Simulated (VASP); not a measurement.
A run of VASP 6.6.1 is set up as follows.

INCAR

```
ALGO = Fast
EDIFF = 1E-7
ENCUT = 520
GGA = RP
ISIF = 2
ISMEAR = -1
LASPH = T
LCHARG = T
LELF = T
LREAL = F
LVHAR = T
LWAVE = F
NBANDS = 10
NELM = 60
PREC = Accurate
SIGMA = 0.05
```

The input KPOINTS:

```
k-points
0
Gamma
  12 12 12
```

Contents of POSCAR:

```
Ir
1.0
    0.0000000000      1.9424860390      1.9424860390
    1.9424860390      0.0000000000      1.9424860390
    1.9424860390      1.9424860390      0.0000000000
Ir
1
Direct
    0.0000000000      0.0000000000      0.0000000000
```

Potentials or basis: VASP PAW PBE potentials, release 64 (Ir).

The run is started by

```sh
$ cat potpaw_PBE.64/Ir/POTCAR > POTCAR
$ mpirun -np 1 vasp_std > vasp.out
```

Task: Predict the pressure.

Result: 0.2 GPa.

Caveat: the PAW data sets were made with another functional, which shifts forces and pressure a little.
